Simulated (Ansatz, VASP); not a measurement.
# Two plane-wave programs on Zn

```
Zn
1.0
    -1.51469    1.51469    1.51469
     1.51469   -1.51469    1.51469
     1.51469    1.51469   -1.51469
Zn
1
Direct
  0.00000 0.00000 0.00000
```

Alike in both runs: task single point; functional LDA; k mesh 18 × 18 × 18; occupations gaussian, width 0.1 eV; no spin polarisation.

```csv
,VASP,Ansatz
version,VASP 6.6.1,Ansatz 0.2.0
potentials or method,"VASP PAW LDA potentials, release 64 (Zn), cutoff 520 eV","scalar-relativistic, plane waves, PAW"
valence electrons in the cell,12,12
```

```csv
,VASP,Ansatz,Ansatz less VASP
gap on the k mesh at the Fermi level (eV),none,none,-
pressure (GPa),-0.7,-1.3,-0.65
```

LDA's correlation is that of Perdew and Zunger in VASP and of Perdew and Wang (1992) in Ansatz. A gap of «none» marks a metal or a gap that the smearing closes.
